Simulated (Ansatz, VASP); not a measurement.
## C in VASP and in Ansatz

```
CELL_PARAMETERS angstrom
0.00000 1.38596 1.38596
1.38596 0.00000 1.38596
1.38596 1.38596 0.00000
ATOMIC_POSITIONS crystal
C 0.00000 0.00000 0.00000
```

Change from the starting cell: volume scaled by 0.76, PAW files.

Alike in both runs: task single point; functional PBEsol; k mesh 24 × 24 × 24; occupations fermi-dirac, width 0.08 eV; no spin polarisation.

|  | VASP | Ansatz |
| --- | --- | --- |
| version | VASP 6.6.1 | Ansatz 0.2.0 |
| potentials or method | VASP PAW PBE potentials, release 64 (C) | PAW with Ansatz's default frozen-core files, scalar-relativistic |
| plane-wave cutoff (eV) | 520 | 420 |
| valence electrons in the cell | 4 | 4 |

|  | VASP | Ansatz | Ansatz less VASP |
| --- | --- | --- | --- |
| pressure (GPa) | 76.5 | 76.0 | -0.55 |

VASP's potentials were made for PBE, not for PBEsol. Both programs put the cell under a high pressure, so it lies far from rest at this level. With one functional, cell and mesh, what is left measures potentials, basis and numerics.

Noted on VASP's run: the cell as given lies far from equilibrium.
